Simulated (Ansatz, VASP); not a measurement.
AlCo: VASP beside Ansatz

```xyz
2
Lattice="2.8194 0.0000 0.0000 0.0000 2.8194 0.0000 0.0000 0.0000 2.7348" Properties=species:S:1:pos:R:3 pbc="T T T"
Al    0.0000    0.0000    0.0000
Co    1.4097    1.4097    1.3674
```

Change from the starting cell: strain +0.000 along x and y, -0.030 along z, atoms carried along.

Alike in both runs: task single point; functional PBEsol; k mesh 16 × 16 × 16; occupations gaussian, width 0.15 eV; no spin polarisation.

```csv
,VASP,Ansatz
version,VASP 6.6.1,Ansatz 0.2.0
potentials or method,"VASP PAW PBE potentials, release 64 (Al, Co), cutoff 520 eV","scalar-relativistic, plane waves, PAW"
valence electrons in the cell,12,20
```

```tsv
	VASP	Ansatz	Ansatz less VASP
gap on the k mesh at the Fermi level (eV)	none	none	-
pressure (GPa)	7.3	7.2	-0.04
traceless stress, the component that is largest in VASP (GPa)	4.54	4.54	-0.002
```

VASP's potentials were made for PBE, not for PBEsol. A gap of «none» marks a metal or a gap that the smearing closes. The functional is the same, so the differences come from potentials, cutoffs and numerics. VASP's potentials hold 12 valence electrons a cell and Ansatz's 20, so a difference there can come from the potentials and not from the codes.
